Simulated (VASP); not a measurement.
Here is a VASP 6.6.1 calculation.

File POSCAR:

```
BP
1.0
    0.0000000000      2.3135014941      2.3135014941
    2.3135014941      0.0000000000      2.3135014941
    2.3135014941      2.3135014941      0.0000000000
P B
1 1
Direct
    0.7500000000      0.7500000000      0.7500000000
    0.0000000000      0.0000000000      0.0000000000
```

File INCAR.step1:

```
ALGO     = Normal         # electronic algorithm
EDIFF    = 1E-5           # SCF threshold, eV
ENCUT    = 520            # plane-wave cutoff, eV
GGA      = PE             # functional
ISIF     = 2              # what is computed and relaxed
ISMEAR   = -1             # smearing method
LASPH    = True           # aspherical terms in the spheres
LCHARG   = False          # write CHGCAR
LREAL    = False          # projectors in reciprocal space
LWAVE    = True           # write WAVECAR
NBANDS   = 11             # bands
NELM     = 60             # most SCF steps
PREC     = Accurate       # precision mode
SIGMA    = 0.05           # smearing width, eV
```

Contents of INCAR.step2:

```
AEXX     = 0.25           # exact-exchange fraction
ALGO     = Normal         # electronic algorithm
EDIFF    = 1E-6           # SCF threshold, eV
ENCUT    = 520            # plane-wave cutoff, eV
GGA      = PE             # functional
ISIF     = 2              # what is computed and relaxed
ISMEAR   = -1             # smearing method
ISTART   = 1            
LASPH    = True           # aspherical terms in the spheres
LCHARG   = False          # write CHGCAR
LHFCALC  = True           # exact exchange
LREAL    = False          # projectors in reciprocal space
LWAVE    = False          # write WAVECAR
NBANDS   = 11             # bands
NELM     = 60             # most SCF steps
PREC     = Accurate       # precision mode
PRECFOCK = Normal       
SIGMA    = 0.05           # smearing width, eV
```

Contents of KPOINTS:

```
k-points
0
Gamma
  5 5 5
```

Potentials or basis: VASP PAW PBE potentials, release 64 (P, B).

The run is started by

```bash
$ cat potpaw_PBE.64/P/POTCAR potpaw_PBE.64/B/POTCAR > POTCAR
$ cp INCAR.step1 INCAR
$ mpirun -np 1 vasp_std > vasp.out
$ cp INCAR.step2 INCAR
$ mpirun -np 1 vasp_std > vasp.out
```

Task: What does it give for the pressure?

Result: -10.8 GPa.

Task: What does it give for the band gap on the k mesh?

Result: 2.79 eV (least direct gap 5.00 eV).

Caveat: the k points lie up to 0.47 Å⁻¹ apart; the PAW data sets were made with another functional, which shifts forces and pressure a little; an odd mesh through Γ misses points on the zone boundary, where band edges can lie.
